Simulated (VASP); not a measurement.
Input of a VASP 6.6.1 run:

INCAR

```
SYSTEM = Cr
PREC     = Accurate       ! precision mode
ENCUT    = 520            ! plane-wave cutoff, eV
EDIFF    = 1E-6           ! SCF threshold, eV
ISMEAR   = 1              ! smearing method
SIGMA    = 0.1            ! smearing width, eV
LREAL    = .False.        ! projectors in reciprocal space
LASPH    = .True.         ! aspherical terms in the spheres
NELM     = 150            ! most SCF steps
ALGO     = Normal         ! electronic algorithm
ISIF     = 2              ! what is computed and relaxed
LWAVE    = .False.        ! write WAVECAR
LCHARG   = .True.         ! write CHGCAR
ISPIN    = 2              ! spin polarisation
MAGMOM   = 0              ! initial moments
LORBIT   = 11             ! projections on sites
NUPDOWN  = 0.0            ! fixed moment
LMAXMIX  = 4              ! l up to which the mixer works
GGA      = PE             ! functional
LELF     = .True.         ! ELF
LVHAR    = .True.       
NBANDS   = 16             ! bands
```

The input KPOINTS:

```
Automatic mesh
0
Gamma
  13 13 13
  0 0 0
```

POSCAR

```
Cr
1.0
   -1.4419500000      1.4419500000      1.4419500000
    1.4419500000     -1.4419500000      1.4419500000
    1.4419500000      1.4419500000     -1.4419500000
Cr
1
Direct
    0.0000000000      0.0000000000      0.0000000000
```

Potentials or basis: VASP PAW PBE potentials, release 64 (Cr_pv).

Launch:

```bash
$ cat potpaw_PBE.64/Cr_pv/POTCAR > POTCAR
$ mpirun -np 1 vasp_std > vasp.out
```

Question: Estimate the pressure.

Answer: -9.4 GPa.

Caveat: the total moment is fixed, so each spin has its own Fermi level.
